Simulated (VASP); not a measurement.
**LiH: vibrations by perturbation theory with LDA**

Crystal: LiH.

```
Li H
1.0
     0.00000    1.97390    1.97390
     1.97390    0.00000    1.97390
     1.97390    1.97390    0.00000
Li H
1 1
Cartesian
  0.0000 0.0000 0.0000
  1.9739 1.9739 1.9739
```

| Item | Value |
| --- | --- |
| Program | VASP 6.6.1 |
| Task | vibrations by perturbation theory |
| Functional | LDA |
| Potentials or basis | VASP PAW LDA potentials, release 64 (Li_sv, H) |
| Cutoff | 520 eV |
| k mesh | 10 × 10 × 10 |
| Occupations | gaussian, width 0.01 eV |
| Spin | no spin polarisation |
| Dipole correction | no |
| Further INCAR settings | ALGO = Normal; EDIFF = 1e-08; NBANDS = 9; IBRION = 8; NSW = 1 |

```json
{
 "Electronic dielectric tensor (diagonal)": "4.98",
 "Born charges (mean of the diagonal)": "Li +1.03; H -1.03 e",
 "Highest phonon frequency at Γ, LO-TO splitting left out": "621 cm⁻¹"
}
```

Phonon frequencies in cm⁻¹ (negative: imaginary):
| q point | frequencies |
| --- | --- |
| (0.000, 0.000, 0.000) | -1 -1 -1 621 621 621 |

Electronic dielectric tensor:
```
4.98 0.00 0.00
0.00 4.98 0.00
0.00 0.00 4.98
```

Born effective charge tensors (e):
atom 1, Li
```
1.03 0.00 0.00
0.00 1.03 0.00
0.00 0.00 1.03
```
atom 2, H
```
-1.03  0.00  0.00
 0.00 -1.03  0.00
 0.00  0.00 -1.03
```

It took 2.7 min on 1 thread of Intel Xeon 8259CL, with other jobs on the host, peak memory 0.16 GiB.

Caveat: the cell wasn't relaxed at this level first, which shifts response properties.
